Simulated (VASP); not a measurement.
# Cs (P6_3/mmc) in VASP: a series of runs

Runs on Cs. Level: PBEsol. Tasks: relaxation of cell and atoms.

Everything below comes from runs of VASP 6.6.1. Logs are shortened: lines on timing, memory, paths and dates and some standing lists are left out, and cuts for length are marked.

**1. The cell of the first run**

The structure is hexagonal, space group P6_3/mmc (No. 194). Conventional cell: a = 5.566 Å, b = 5.566 Å, c = 9.258 Å, α = 90.00°, β = 90.00°, γ = 120.00°.

This isn't the form of Cs at room conditions, which is bcc.

**2. Relaxation of cell and atoms, PBEsol, target pressure 2 GPa, at which the enthalpy is minimised**

INCAR

```
  PREC = Accurate
  ENCUT = 600
  EDIFF = 1E-6
  ISMEAR = -1
  SIGMA = 0.05
  LREAL = False
  LASPH = True
  NELM = 60
  ALGO = Normal
  ISIF = 3
  LWAVE = False
  LCHARG = False
  GGA = PS
  IBRION = 2
  NSW = 60
  EDIFFG = -0.01
  PSTRESS = 20.0
```

KPOINTS

```
Automatic mesh
0
Gamma
  6 6 3
```

POSCAR

```
Cs
1.0
    5.5663060538      0.0000000000      0.0000000000
   -2.7831530269      4.8205624479      0.0000000000
    0.0000000000      0.0000000000      9.2584789600
Cs
2
Direct
    0.6666666667      0.3333333333      0.7500000000
    0.3333333333      0.6666666667      0.2500000000
```

Potentials or basis: VASP PAW PBE potentials, release 64 (Cs_sv).

Launch:

```bash
> cat potpaw_PBE.64/Cs_sv/POTCAR > POTCAR
> mpirun -np 1 vasp_std > vasp.out
```

OUTCAR:

```text
PREC = Accurate
   ENCUT = 600
   EDIFF = 1E-6
   ISMEAR = -1
   LREAL = False
   LASPH = True
   NELM = 60
   ISIF = 3
   GGA = PS
   IBRION = 2
   NSW = 60
   EDIFFG = -0.01
   PSTRESS = 20.0

 ion  position               nearest neighbor table
   1  0.667  0.333  0.750-
   2  0.333  0.667  0.250-

  LATTYP: Found a hexagonal cell.
 ALAT       =     5.5663060538
 C/A-ratio  =     1.6633075635

  Lattice vectors:

 A1 = (   5.5663060538,   0.0000000000,   0.0000000000)
 A2 = (  -2.7831530269,   4.8205624479,   0.0000000000)
 A3 = (   0.0000000000,   0.0000000000,   9.2584789600)

Analysis of symmetry for initial positions (statically):
=====================================================================
 Subroutine PRICEL returns:
 Original cell was already a primitive cell.

 Routine SETGRP: Setting up the symmetry group for a
 hexagonal supercell.

 Subroutine GETGRP returns: Found 24 space group operations
 (whereof 12 operations were pure point group operations)
 out of a pool of 24 trial point group operations.

The static configuration has the point symmetry D_3d.
 The point group associated with its full space group is D_6h.

Analysis of symmetry for dynamics (positions and initial velocities):
=====================================================================
 Subroutine PRICEL returns:
 Original cell was already a primitive cell.

 Routine SETGRP: Setting up the symmetry group for a
 hexagonal supercell.

 Subroutine GETGRP returns: Found 24 space group operations
 (whereof 12 operations were pure point group operations)
 out of a pool of 24 trial point group operations.

The dynamic configuration has the point symmetry D_3d.
 The point group associated with its full space group is D_6h.

 Subroutine INISYM returns: Found 24 space group operations
 (whereof 12 operations are pure point group operations),
 and found     1 'primitive' translations

----------------------------------------------------------------------------------------

                                     Primitive cell

  volume of cell :     248.4302

  direct lattice vectors                    reciprocal lattice vectors
     5.566306054  0.000000000  0.000000000     0.179652357  0.103722336  0.000000000
    -2.783153027  4.820562448  0.000000000     0.000000000  0.207444673  0.000000000
     0.000000000  0.000000000  9.258478960     0.000000000  0.000000000  0.108009102

  length of vectors
     5.566306054  5.566306054  9.258478960     0.207444673  0.207444673  0.108009102

  position of ions in fractional coordinates (direct lattice)
     0.666666667  0.333333333  0.750000000
     0.333333333  0.666666667  0.250000000

  ion indices of the primitive-cell ions
   primitive index   ion index
                 1           1
                 2           2

----------------------------------------------------------------------------------------

 KPOINTS: Automatic mesh

Automatic generation of k-mesh.
 Grid dimensions read from file:
 generate k-points for:    6    6    3

 Generating k-lattice:

  Cartesian coordinates                     Fractional coordinates (reciprocal lattice)
     0.029942059  0.017287056  0.000000000     0.166666667  0.000000000  0.000000000
     0.000000000  0.034574112  0.000000000     0.000000000  0.166666667  0.000000000
     0.000000000  0.000000000  0.036003034     0.000000000  0.000000000  0.333333333

  Length of vectors
     0.034574112  0.034574112  0.036003034

  Shift w.r.t. Gamma in fractional coordinates (k-lattice)
     0.000000000  0.000000000  0.000000000

 Subroutine IBZKPT returns following result:
 ===========================================

 Found     14 irreducible k-points:

 Following reciprocal coordinates:
            Coordinates               Weight
  0.000000  0.000000  0.000000      1.000000
  0.166667  0.000000  0.000000      6.000000
  0.333333  0.000000  0.000000      6.000000
  0.500000 -0.000000  0.000000      3.000000
  0.166667  0.166667  0.000000      6.000000
  0.333333  0.166667  0.000000     12.000000
  0.333333  0.333333  0.000000      2.000000
  0.000000  0.000000  0.333333      2.000000
  0.166667  0.000000  0.333333     12.000000
  0.333333  0.000000  0.333333     12.000000
  0.500000 -0.000000  0.333333      6.000000
  0.166667  0.166667  0.333333     12.000000
  0.333333  0.166667  0.333333     24.000000
  0.333333  0.333333  0.333333      4.000000
   k-points           NKPTS =     14   k-points in BZ     NKDIM =     14   number of bands    NBANDS=     13
   number of dos      NEDOS =    301   number of ions     NIONS =      2
   total plane-waves  NPLWV = 184320
   dimension x,y,z NGX =    48 NGY =   48 NGZ =   80
   dimension x,y,z NGXF=    96 NGYF=   96 NGZF=  160
   ions per type =               2
   NGX,Y,Z   is equivalent  to a cutoff of  14.34, 14.34, 14.36 a.u.
   NGXF,Y,Z  is equivalent  to a cutoff of  28.67, 28.67, 28.73 a.u.
 SYSTEM =  unknown system
   PREC   = accura    normal or accurate (medium, high low for compatibility)
   ISTART =      0    job   : 0-new  1-cont  2-samecut
   ICHARG =      2    charge: 1-file 2-atom 10-const
   ISPIN  =      1    spin polarized calculation?
   LNONCOLLINEAR =      F non collinear calculations
   LSORBIT =      F    spin-orbit coupling
   LASPH  =      T    aspherical Exc in radial PAW
   ENCUT  =  600.0 eV  44.10 Ry    6.64 a.u.  11.12 11.12 18.49*2*pi/ulx,y,z
   NELM   =     60;   NELMIN=  2; NELMDL= -5     # of ELM steps
   EDIFF  = 0.1E-05   stopping-criterion for ELM
   LREAL  =      F    real-space projection
   EDIFFG = -.1E-01   stopping-criterion for IOM
   NSW    =     60    number of steps for IOM
   IBRION =      2    ionic relax: 0-MD 1-quasi-New 2-CG
   NFREE  =      1    steps in history (QN), initial steepest desc. (CG)
   ISIF   =      3    stress and relaxation
   ISYM   =      2    0-nonsym 1-usesym 2-fastsym
   POTIM  = 0.5000    time-step for ionic-motion
   TEBEG  =    0.0;   TEEND  =   0.0 temperature during run
   PSTRESS=   20.0 pullay stress
   NELECT =      18.0000    total number of electrons
   NUPDOWN=      -1.0000    fix difference up-down
   EMIN   =  10.00;   EMAX   =-10.00  energy-range for DOS
   EFERMI =   0.00;   METHOD = LEGACY
   ISMEAR =    -1;   SIGMA  =   0.05  broadening in eV -4-tet -1-fermi 0-gaus
   EFERMI_NEDOS =   21; number of points for ismear=-14 and -15
   IALGO  =     38    algorithm
   IMIX   =      4    mixing-type and parameters
     AMIX     =   0.40;   BMIX     =  1.00
     AMIX_MAG =   1.60;   BMIX_MAG =  1.00
  volume/ion in A,a.u.               =     124.22       838.24
  Fermi-wavevector in a.u.,A,eV,Ry     =   0.682492  1.289723  6.337529  0.465795
  Thomas-Fermi vector in A             =   1.761581
   LORBIT       =      0    0 simple, 1 ext, 2 COOP (PROOUT), +10 PAW based schemes
   GGA     = PS    functional components
   LHFCALC =     F    Hartree Fock is set to
   AEXX    =    0.0000 exact exchange contribution
   IVDW    =     0    specifies the selected vdW correction
   LEPSILON=     F    determine dielectric tensor
   LRPA    =     F    only Hartree local field effects (RPA)
 conjugate gradient relaxation of ions
 non-spin polarized calculation
  energy-cutoff  :      600.00
  volume of cell :      248.43
 maximum number of plane-waves:      8313
 NGX is ok and might be reduce to    48
   NGX = 23   NGY = 23   NGZ = 37

--------------------------------------- Ionic step        1  -------------------------------------------

 number of electron      18.0000001 magnetization

 Free energy of the ion-electron system (eV)
  ---------------------------------------------------
  ext. energy  EPLUGINS =         0.00000000
  ---------------------------------------------------
  free energy    TOTEN  =        -1.85702492 eV

  energy without entropy =       -1.82343035  energy(sigma->0) =       -1.84022764

------------------------ aborting loop because EDIFF is reached ----------------------------------------

  FORCE on cell =-STRESS in cart. coord.  units (eV):
  Direction    XX          YY          ZZ          XY          YZ          ZX
  --------------------------------------------------------------------------------------
  -------------------------------------------------------------------------------------
  Total       -0.2763032     -0.2763032     -0.3963920     -0.0000000     -0.0000000      0.0000000
  in kB       -1.7819361     -1.7819361     -2.5564130     -0.0000000     -0.0000000      0.0000000
  external PRESSURE =     -22.0400951 kB  Pullay stress =      20.0000000 kB
[... 93 lines left out ...]
  FREE ENERGIE OF THE ION-ELECTRON SYSTEM (eV)
  ---------------------------------------------------
  free  energy   TOTEN  =        -1.6878375912 eV

  energy  without entropy=       -1.6468022249  energy(sigma->0) =       -1.66731991

  enthalpy is  TOTEN    =         0.2497203533 eV   P V=        1.9375579445

[... ionic steps 4 to 8 ...]

--------------------------------------- Ionic step        9  -------------------------------------------

 number of electron      18.0000000 magnetization

------------------------ aborting loop because EDIFF is reached ----------------------------------------

  FORCE on cell =-STRESS in cart. coord.  units (eV):
  Direction    XX          YY          ZZ          XY          YZ          ZX
  --------------------------------------------------------------------------------------
  -------------------------------------------------------------------------------------
  Total        1.6032638      1.6032638      1.5910724      0.0000000      0.0000000      0.0000000
  in kB       19.5095097     19.5095097     19.3611573      0.0000000      0.0000000      0.0000000
  external PRESSURE =      -0.5399411 kB  Pullay stress =      20.0000000 kB
[... 61 lines left out ...]
  enthalpy is  TOTEN    =         0.1800188639 eV   P V=        1.6391540873

--------------------------------------- Ionic step       11  -------------------------------------------

 number of electron      18.0000000 magnetization

 Free energy of the ion-electron system (eV)
  ---------------------------------------------------
  ext. energy  EPLUGINS =         0.00000000
  ---------------------------------------------------
  free energy    TOTEN  =        -1.45039063 eV

  energy without entropy =       -1.41678874  energy(sigma->0) =       -1.43358968

 E-fermi :   2.2221     XC(G=0):  -7.1977

 val. band max:        2.1967126512   @ k =   0.5000  -0.0000   0.3333
 cond. band min:       2.2796188135   @ k =   0.3333   0.0000   0.3333
 fundamental gap:      0.0829061623
 Fermi energy:         2.2220719741

 k-point     1 :       0.0000    0.0000    0.0000
  band No.  band energies     occupation
      1     -21.5097      2.00000
      2     -21.4355      2.00000
      3      -8.7451      2.00000
      4      -8.0504      2.00000
      5      -8.0504      2.00000
      6      -7.9594      2.00000
      7      -7.9556      2.00000
      8      -7.9556      2.00000
      9       0.0236      2.00000
     10       1.8639      1.99845
     11       4.0103      0.00000
     12       4.8118      0.00000
     13       4.8310      0.00000
[... 235 lines left out ...]
  FREE ENERGIE OF THE ION-ELECTRON SYSTEM (eV)
  ---------------------------------------------------
  free  energy   TOTEN  =        -1.4503906267 eV

  energy  without entropy=       -1.4167887385  energy(sigma->0) =       -1.43358968

  enthalpy is  TOTEN    =         0.1799521332 eV   P V=        1.6303427599

 reached required accuracy - stopping structural energy minimisation
```

Wall time 3.1 min (1 thread of Intel Xeon 6975P-C (Granite Rapids), shared host); peak memory 0.47 GiB.

Results:

- Free energy: -1.4504 eV
- Relaxed volume: 65.30 Å³/atom
- Relaxed cell: a = 4.510 Å, b = 4.510 Å, c = 7.414 Å, α = 90.00°, β = 90.00°, γ = 120.00°
- Space group after relaxing (to 0.1 Å): P6_3/mmc (No. 194)
- Energy change on relaxing (the run minimises the enthalpy): +203.3 meV/atom
- Ionic steps: 11
- Pressure after relaxing: 2.0 GPa
- Band gap on the k mesh: zero (bands 9 and 10 overlap by 1.29 eV)

Step by step:
```tsv
step	energy change (eV)	largest force (eV/Å)	pressure (GPa)	volume (Å³)
1	0.0000	0.0000	-0.20	248.43
2	0.0089	0.0000	0.34	191.92
3	0.1692	0.0000	1.15	155.22
4	1.0396	0.0000	4.13	96.46
5	0.4154	0.0000	2.02	129.91
6	0.3919	0.0000	1.94	131.80
7	0.3920	0.0000	1.94	131.80
8	0.3921	0.0000	1.95	131.78
9	0.3936	0.0000	1.95	131.66
10	0.3979	0.0000	1.97	131.31
11	0.4066	0.0000	2.00	130.60
```

Final structure:
```
Cs
1.0
     4.51020    0.00000    0.00000
    -2.25510    3.90595    0.00000
     0.00000    0.00000    7.41374
Cs
2
Direct
  0.66667 0.33333 0.75000
  0.33333 0.66667 0.25000
```

Caveat: the cell is relaxed towards a set pressure, so the run minimises the enthalpy, not the energy; the volume moved by over 15 % at a fixed basis, so the end points are rough; the PAW data sets were made with another functional, which shifts forces and pressure a little; spin-orbit coupling is left out, which moves the levels of the heavy elements.

**3. Relaxation of cell and atoms, PBEsol, target pressure 5 GPa, at which the enthalpy is minimised**

INCAR

```
PREC = Accurate
ENCUT = 600
EDIFF = 1E-6
ISMEAR = -1
SIGMA = 0.05
LREAL = False
LASPH = True
NELM = 80
ALGO = Normal
ISIF = 3
LWAVE = False
LCHARG = False
GGA = PS
IBRION = 2
NSW = 60
EDIFFG = -0.01
PSTRESS = 50.0
```

KPOINTS is that of step 2.

POSCAR is that of step 2.

Potentials or basis: VASP PAW PBE potentials, release 64 (Cs_sv).

Launch:

```bash
> cat potpaw_PBE.64/Cs_sv/POTCAR > POTCAR
> mpirun -np 1 vasp_std > vasp.out
```

Wall time 4.4 min (1 thread of Intel Xeon 6975P-C (Granite Rapids), shared host); peak memory 0.49 GiB.

Results (log left out):

```yaml
Free_energy: -0.3693 eV
Relaxed_volume: 40.31 Å³/atom
Relaxed_cell: a = 3.817 Å, b = 3.817 Å, c = 6.388 Å, α = 90.00°, β = 90.00°, γ = 120.00°
Space_group_after_relaxing_to_0.1_Å: P6_3/mmc (No. 194)
Energy_change_on_relaxing_the_run_minimises_the_enthalpy: +743.9 meV/atom
Ionic_steps: 16
Pressure_after_relaxing: 5.0 GPa
Band_gap_on_the_k_mesh: zero (bands 9 and 10 overlap by 0.77 eV)
```

The path:
```
step  energy change (eV)  largest force (eV/Å)  pressure (GPa)  volume (Å³)
   1              0.0000                0.0000           -0.20       248.43
   2              0.4173                0.0000            2.05       129.77
   3              0.8238                0.0000            3.40       105.73
   4              2.0469                0.0000            8.66        66.94
   5              1.2614                0.0000            4.61        88.46
   6              1.3643                0.0000            4.52        84.86
   7              1.6636                0.0000            6.11        75.54
   8              1.4542                0.0000            4.77        81.74
   9              1.5219                0.0000            5.18        79.56
  10              1.5029                0.0000            5.15        80.14
  11              1.4481                0.0000            4.79        81.91
  12              1.4742                0.0000            4.90        81.05
  13              1.4834                0.0000            4.96        80.76
  14              1.4854                0.0000            5.02        80.69
  15              1.4912                0.0000            5.02        80.51
  16              1.4877                0.0000            5.01        80.61
```

Final structure:
```
Cs
1.0
     3.81735    0.00000    0.00000
    -1.90867    3.30592    0.00000
     0.00000    0.00000    6.38781
Cs
2
Direct
  0.66667 0.33333 0.75000
  0.33333 0.66667 0.25000
```

Levels at points of the mesh, in eV from the Fermi level:
| k point | band 5 | band 6 | band 7 | band 8 | band 9 | band 10 | band 11 | band 12 | band 13 |
| --- | --- | --- | --- | --- | --- | --- | --- | --- | --- |
| (0.00, 0.00, 0.00) | -9.86 | -9.66 | -9.58 | -9.58 | -1.81 | -0.55 | 2.61 | 2.85 | 2.85 |
| (0.50, 0.00, 0.00) | -11.03 | -10.47 | -10.25 | -9.93 | -0.70 | -0.27 | 0.07 | 2.68 | 3.01 |

Caveat: the cell is relaxed towards a set pressure, so the run minimises the enthalpy, not the energy; the volume moved by over 15 % at a fixed basis, so the end points are rough; the PAW data sets were made with another functional, which shifts forces and pressure a little; spin-orbit coupling is left out, which moves the levels of the heavy elements.

**4. Relaxation of cell and atoms, PBEsol, target pressure 10 GPa, at which the enthalpy is minimised**

INCAR

```
SYSTEM = Cs
PREC = Accurate
ENCUT = 600
EDIFF = 1E-6
ISMEAR = -1
SIGMA = 0.05
LREAL = .FALSE.
LASPH = .TRUE.
NELM = 100
ALGO = Fast
ISIF = 3
LWAVE = .FALSE.
LCHARG = .FALSE.
GGA = PS
IBRION = 2
NSW = 60
EDIFFG = -0.01
PSTRESS = 100.0
```

KPOINTS

```
regular mesh
0
G
  6 6 3
  0 0 0
```

POSCAR is that of step 3.

Launch:

```bash
> cat potpaw_PBE.64/Cs_sv/POTCAR > POTCAR
> mpirun -np 1 vasp_std > vasp.out
```

Run time: 3.9 min. Hardware: 1 thread of Intel Xeon 6975P-C (Granite Rapids), shared host; peak memory 0.49 GiB.

The run converged. Its results:

* Free energy: 0.4360 eV
* Relaxed volume: 31.31 Å³/atom
* Relaxed cell: a = 3.598 Å, b = 3.598 Å, c = 5.586 Å, α = 90.00°, β = 90.00°, γ = 120.00°
* Space group after relaxing (to 0.1 Å): P6_3/mmc (No. 194)
* Energy change on relaxing (the run minimises the enthalpy): +1146.5 meV/atom
* Ionic steps: 10
* Pressure after relaxing: 10.0 GPa
* Band gap on the k mesh: zero (bands 9 and 10 overlap by 1.63 eV)

Step by step:
| step | energy change (eV) | largest force (eV/Å) | pressure (GPa) | volume (Å³) |
| --- | --- | --- | --- | --- |
| 1 | 0.0000 | 0.0000 | -0.20 | 248.43 |
| 2 | 2.6051 | 0.0000 | 13.88 | 58.77 |
| 3 | 2.0973 | 0.0000 | 9.20 | 66.04 |
| 4 | 2.2307 | 0.0000 | 10.42 | 63.87 |
| 5 | 2.1786 | 0.0000 | 9.91 | 64.63 |
| 6 | 2.1523 | 0.0000 | 9.48 | 65.05 |
| 7 | 2.1588 | 0.0000 | 9.57 | 64.94 |
| 8 | 2.1873 | 0.0000 | 9.51 | 64.43 |
| 9 | 2.2765 | 0.0000 | 9.89 | 62.89 |
| 10 | 2.2931 | 0.0000 | 10.03 | 62.62 |

Final structure:
```cif
data_structure
_symmetry_space_group_name_H-M 'P 1'
_symmetry_Int_Tables_number 1
_cell_length_a 3.5979
_cell_length_b 3.5979
_cell_length_c 5.5859
_cell_angle_alpha 90.000
_cell_angle_beta 90.000
_cell_angle_gamma 120.000
_cell_volume 62.62
loop_
_atom_site_label
_atom_site_type_symbol
_atom_site_fract_x
_atom_site_fract_y
_atom_site_fract_z
_atom_site_occupancy
Cs1 Cs 0.66667 0.33333 0.75000 1
Cs2 Cs 0.33333 0.66667 0.25000 1
```

Levels at points of the mesh, in eV from the Fermi level:
```
           k point  band 7  band 8  band 9  band 10  band 11  band 12
(0.00, 0.00, 0.00)   -9.11   -8.81   -0.95    -0.87     2.73     2.73
(0.50, 0.00, 0.00)  -10.30   -9.52   -1.51    -0.24     0.41     2.29
```

Caveat: the cell is relaxed towards a set pressure, so the run minimises the enthalpy, not the energy; the volume moved by over 15 % at a fixed basis, so the end points are rough; the PAW data sets were made with another functional, which shifts forces and pressure a little; spin-orbit coupling is left out, which moves the levels of the heavy elements.

**5. The runs side by side**

```tsv
cell	gap on the mesh (eV)	pressure (GPa)
relaxed to 2 GPa	none	2.0
relaxed to 5 GPa	none	5.0
relaxed to 10 GPa	none	10.0
```

Alike in all rows: task relaxation of cell and atoms; level PBEsol; potentials or basis VASP PAW PBE potentials, release 64 (Cs_sv); no spin polarisation; k mesh 6 × 6 × 3; cutoff (eV) 600; smearing fermi-dirac 0.05 eV.

Caveats: the cell is relaxed towards a set pressure, so the run minimises the enthalpy, not the energy; the volume moved by over 15 % at a fixed basis, so the end points are rough; the PAW data sets were made with another functional, which shifts forces and pressure a little; spin-orbit coupling is left out, which moves the levels of the heavy elements.

Total energies depend on the potentials used, so only differences within one code and one set of settings carry meaning.
